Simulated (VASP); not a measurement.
A run of VASP 6.6.1 is set up as follows.

The input INCAR:

```
SYSTEM = CdS
  ALGO = Normal
  EDIFF = 1E-6
  ENCUT = 540
  GGA = PE
  GGA_COMPAT = .FALSE.
  ISIF = 2
  ISMEAR = 0
  LASPH = .TRUE.
  LCHARG = .TRUE.
  LELF = .TRUE.
  LREAL = .FALSE.
  LVHAR = .TRUE.
  LWAVE = .FALSE.
  NBANDS = 34
  NELM = 120
  PREC = Accurate
  SIGMA = 0.02
```

KPOINTS

```
k-points
0
G
  9 9 4
  0 0 0
```

Contents of POSCAR:

```
CdS
1.0
    4.2381138477      0.0000000000      0.0000000000
   -2.1190569239      3.6703142563      0.0000000000
    0.0000000000      0.0000000000      6.8964580317
Cd S
2 2
Direct
    0.3333333333      0.6666666667     -0.0007922000
    0.6666666667      0.3333333333      0.4992078000
    0.3333333333      0.6666666667      0.3757922000
    0.6666666667      0.3333333333      0.8757922000
```

Potentials or basis: VASP PAW PBE potentials, release 64 (Cd_sv_GW, S).

The run is started by

```console
$ cat potpaw_PBE.64/Cd_sv_GW/POTCAR potpaw_PBE.64/S/POTCAR > POTCAR
$ mpirun -np 1 vasp_std > vasp.out
```

Problem. Predict the band gap on the k mesh.

Solution. 1.04 eV, direct.

Problem. What does it give for the pressure?

Solution. -2.4 GPa.

Forces on the atoms (eV/Å):
```
Cd   0.000  0.000 -0.002
Cd   0.000  0.000 -0.002
S    0.000  0.000  0.002
S    0.000  0.000  0.002
```
